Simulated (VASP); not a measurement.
# FeO (Fm-3m) in VASP: a run that goes wrong, beside a sound one

A flawed run on FeO and a sound one for comparison.

Program: VASP 6.6.1. These are calculated values, not measurements. Logs are shortened: lines on timing, memory, paths and dates and some standing lists are left out, and cuts for length are marked.

**1. The cell of the first run**

The structure is cubic, space group Fm-3m (No. 225). Conventional cell: a = 4.311 Å, b = 4.311 Å, c = 4.311 Å, α = 90.00°, β = 90.00°, γ = 90.00°. Within 2.9 Å of Fe (site symmetry m-3m) lie 6 O at 2.16 Å. O (site symmetry m-3m) has 6 Fe at 2.16 Å within 2.9 Å.

**2. A run with an altered input**

Input file INCAR:

```
SYSTEM = FeO
ALGO = Normal ; EDIFF = 1E-6
ENCUT = 460 ; GGA = PE
GGA_COMPAT = .False. ; ICHARG = 11
ISMEAR = 0 ; ISPIN = 2
KPAR = 2 ; LASPH = .True.
LCHARG = .False. ; LDAU = .True.
LDAUJ = 0 0 ; LDAUL = 2 -1
LDAUTYPE = 2 ; LDAUU = 6 0
LMAXMIX = 4 ; LORBIT = 11
LREAL = .False. ; LWAVE = .False.
MAGMOM = 3 0 ; NBANDS = 25
NELM = 93 ; PREC = Accurate
SIGMA = 0.07
```

Input file KPOINTS:

```
path GXWKGLUWLK,UX
8
line-mode
reciprocal
 0.0000000000  0.0000000000  0.0000000000  G
 0.5000000000  0.0000000000  0.5000000000  X

 0.5000000000  0.0000000000  0.5000000000  X
 0.5000000000  0.2500000000  0.7500000000  W

 0.5000000000  0.2500000000  0.7500000000  W
 0.3750000000  0.3750000000  0.7500000000  K

 0.3750000000  0.3750000000  0.7500000000  K
 0.0000000000  0.0000000000  0.0000000000  G

 0.0000000000  0.0000000000  0.0000000000  G
 0.5000000000  0.5000000000  0.5000000000  L

 0.5000000000  0.5000000000  0.5000000000  L
 0.6250000000  0.2500000000  0.6250000000  U

 0.6250000000  0.2500000000  0.6250000000  U
 0.5000000000  0.2500000000  0.7500000000  W

 0.5000000000  0.2500000000  0.7500000000  W
 0.5000000000  0.5000000000  0.5000000000  L

 0.5000000000  0.5000000000  0.5000000000  L
 0.3750000000  0.3750000000  0.7500000000  K

 0.6250000000  0.2500000000  0.6250000000  U
 0.5000000000  0.0000000000  0.5000000000  X
```

Input file POSCAR:

```
FeO
1.0
    0.0000000000      2.1554000000      2.1554000000
    2.1554000000      0.0000000000      2.1554000000
    2.1554000000      2.1554000000      0.0000000000
Fe O
1 1
Direct
    0.0000000000      0.0000000000      0.0000000000
    0.5000000000      0.5000000000      0.5000000000
```

Potentials or basis: VASP PAW PBE potentials, release 64 (Fe, O).

Started as:

```sh
cat potpaw_PBE.64/Fe/POTCAR potpaw_PBE.64/O/POTCAR > POTCAR
mpirun -np 2 vasp_std > vasp.out
```

OUTCAR:

```text
SYSTEM = FeO
   EDIFF = 1E-6
   ENCUT = 460
   GGA = PE
   ICHARG = 11
   ISMEAR = 0
   ISPIN = 2
   LASPH = .True.
   LORBIT = 11
   LREAL = .False.
[... 28 lines left out ...]
   LASPH  =      T    aspherical Exc in radial PAW
   ENCUT  =  460.0 eV  33.81 Ry    5.81 a.u.   5.33  5.33  5.33*2*pi/ulx,y,z
   NELM   =     93;   NELMIN=  2; NELMDL= -5     # of ELM steps
   EDIFF  = 0.1E-05   stopping-criterion for ELM
   LREAL  =      F    real-space projection
   EDIFFG = 0.1E-04   stopping-criterion for IOM
   NSW    =      0    number of steps for IOM
   IBRION =     -1    ionic relax: 0-MD 1-quasi-New 2-CG
   NFREE  =      0    steps in history (QN), initial steepest desc. (CG)
   ISIF   =      2    stress and relaxation
[... 27 lines left out ...]
   IVDW    =     0    specifies the selected vdW correction
   LEPSILON=     F    determine dielectric tensor
   LRPA    =     F    only Hartree local field effects (RPA)

   CSHIFT  =0.1000    complex shift for real part using Kramers Kronig

   OMEGAMAX=  -1.0    maximum frequency
 spin polarized calculation
 Gauss-broadening in eV      SIGMA  =   0.07
  energy-cutoff  :      460.00
  volume of cell :       20.03
 maximum number of plane-waves:       464
 NGX is ok and might be reduce to    24
```

On the terminal:

```text
POSCAR found type information on POSCAR FeO
 POSCAR found :  2 types and       2 ions
[... 25 lines left out ...]

1
1
```

It took 3.1 s on 2 MPI ranks of Intel Xeon Platinum 8488C (Sapphire Rapids), shared host.

The program refused the input. The fault, put in on purpose: fixed density asked without a density file.

**3. Band structure, PBE+U, collinear spin, ferromagnetic start**

Input file INCAR:

```
SYSTEM = FeO
ALGO = Normal ; EDIFF = 1E-6
ENCUT = 460 ; GGA = PE
GGA_COMPAT = .False. ; ISMEAR = 0
ISPIN = 2 ; KPAR = 2
LASPH = .True. ; LCHARG = .False.
LDAU = .True. ; LDAUJ = 0 0
LDAUL = 2 -1 ; LDAUTYPE = 2
LDAUU = 6 0 ; LMAXMIX = 4
LORBIT = 11 ; LREAL = .False.
LWAVE = .False. ; MAGMOM = 3 0
NBANDS = 25 ; NELM = 200
PREC = Accurate ; SIGMA = 0.07
```

Input file KPOINTS:

```
Automatic mesh
0
Gamma
  12 12 12
  0 0 0
```

Input file KPOINTS_OPT:

```
path GXWKGLUWLK,UX
12
line-mode
reciprocal
 0.0000000000  0.0000000000  0.0000000000  G
 0.5000000000  0.0000000000  0.5000000000  X

 0.5000000000  0.0000000000  0.5000000000  X
 0.5000000000  0.2500000000  0.7500000000  W

 0.5000000000  0.2500000000  0.7500000000  W
 0.3750000000  0.3750000000  0.7500000000  K

 0.3750000000  0.3750000000  0.7500000000  K
 0.0000000000  0.0000000000  0.0000000000  G

 0.0000000000  0.0000000000  0.0000000000  G
 0.5000000000  0.5000000000  0.5000000000  L

 0.5000000000  0.5000000000  0.5000000000  L
 0.6250000000  0.2500000000  0.6250000000  U

 0.6250000000  0.2500000000  0.6250000000  U
 0.5000000000  0.2500000000  0.7500000000  W

 0.5000000000  0.2500000000  0.7500000000  W
 0.5000000000  0.5000000000  0.5000000000  L

 0.5000000000  0.5000000000  0.5000000000  L
 0.3750000000  0.3750000000  0.7500000000  K

 0.6250000000  0.2500000000  0.6250000000  U
 0.5000000000  0.0000000000  0.5000000000  X
```

POSCAR is that of step 2.

Potentials or basis: VASP PAW PBE potentials, release 64 (Fe, O).

Started as:

```sh
cat potpaw_PBE.64/Fe/POTCAR potpaw_PBE.64/O/POTCAR > POTCAR
mpirun -np 2 vasp_std > vasp.out
```

Wall time 41 s (2 MPI ranks of Intel Xeon Platinum 8488C (Sapphire Rapids), shared host); peak memory 0.2 GiB.

It converged, with:

- Free energy: -12.0964 eV
- Pressure: -1.9 GPa
- Band gap along the path: zero within the smearing
- Net moment: 4.01 μB per cell
- Site moments: Fe +3.91; O +0.16 μB
- Valence electrons inside the program's atomic spheres: Fe 6.75; O 5.03

Levels at the corners of the path, in eV from the Fermi level:
Spin up:
```csv
point,band 7,band 8,band 9,band 10,band 11,band 12
Γ,-4.21,-4.21,-4.21,-0.55,14.12,14.12
X,-6.81,-5.42,-5.42,4.43,8.23,8.27
X,-6.81,-5.42,-5.42,4.43,8.23,8.27
W,-5.70,-5.70,-4.25,6.66,7.98,7.98
W,-5.70,-5.70,-4.25,6.66,7.98,7.98
K,-5.90,-5.33,-3.92,5.97,7.47,8.06
K,-5.90,-5.33,-3.92,5.97,7.47,8.06
Γ,-4.21,-4.21,-4.21,-0.55,14.12,14.12
Γ,-4.21,-4.21,-4.21,-0.55,14.12,14.12
L,-5.61,-2.47,-2.47,3.43,7.73,11.77
L,-5.61,-2.47,-2.47,3.43,7.73,11.77
U,-5.90,-5.33,-3.92,5.97,7.47,8.06
U,-5.90,-5.33,-3.92,5.97,7.47,8.06
W,-5.70,-5.70,-4.25,6.66,7.98,7.98
W,-5.70,-5.70,-4.25,6.66,7.98,7.98
L,-5.61,-2.47,-2.47,3.43,7.73,11.77
L,-5.61,-2.47,-2.47,3.43,7.73,11.77
K,-5.90,-5.33,-3.92,5.97,7.47,8.06
U,-5.90,-5.33,-3.92,5.97,7.47,8.06
X,-6.81,-5.42,-5.42,4.43,8.23,8.27
```
Spin down:
| point | band 3 | band 4 | band 5 | band 6 | band 7 | band 8 |
| --- | --- | --- | --- | --- | --- | --- |
| Γ | -3.90 | -3.90 | -0.70 | -0.70 | -0.70 | 0.12 |
| X | -5.09 | -5.09 | -2.16 | 0.80 | 0.80 | 2.13 |
| X | -5.09 | -5.09 | -2.16 | 0.80 | 0.80 | 2.13 |
| W | -6.73 | -5.91 | -0.08 | -0.08 | 0.80 | 2.37 |
| W | -6.73 | -5.91 | -0.08 | -0.08 | 0.80 | 2.37 |
| K | -6.68 | -5.24 | -0.85 | 0.62 | 0.68 | 2.53 |
| K | -6.68 | -5.24 | -0.85 | 0.62 | 0.68 | 2.53 |
| Γ | -3.90 | -3.90 | -0.70 | -0.70 | -0.70 | 0.12 |
| Γ | -3.90 | -3.90 | -0.70 | -0.70 | -0.70 | 0.12 |
| L | -5.29 | -5.29 | 0.47 | 0.47 | 0.56 | 3.75 |
| L | -5.29 | -5.29 | 0.47 | 0.47 | 0.56 | 3.75 |
| U | -6.68 | -5.24 | -0.85 | 0.62 | 0.68 | 2.53 |
| U | -6.68 | -5.24 | -0.85 | 0.62 | 0.68 | 2.53 |
| W | -6.73 | -5.91 | -0.08 | -0.08 | 0.80 | 2.37 |
| W | -6.73 | -5.91 | -0.08 | -0.08 | 0.80 | 2.37 |
| L | -5.29 | -5.29 | 0.47 | 0.47 | 0.56 | 3.75 |
| L | -5.29 | -5.29 | 0.47 | 0.47 | 0.56 | 3.75 |
| K | -6.68 | -5.24 | -0.85 | 0.62 | 0.68 | 2.53 |
| U | -6.68 | -5.24 | -0.85 | 0.62 | 0.68 | 2.53 |
| X | -5.09 | -5.09 | -2.16 | 0.80 | 0.80 | 2.13 |

Caveat: the cutoff is under 1.25 times the usual one of these potentials, so pressure, stress and relaxed cells hold a basis-set (Pulay) error; a cell with one magnetic atom can't hold antiferromagnetic order, which such compounds often take. The state reached can hang on the start; a lower one may exist.
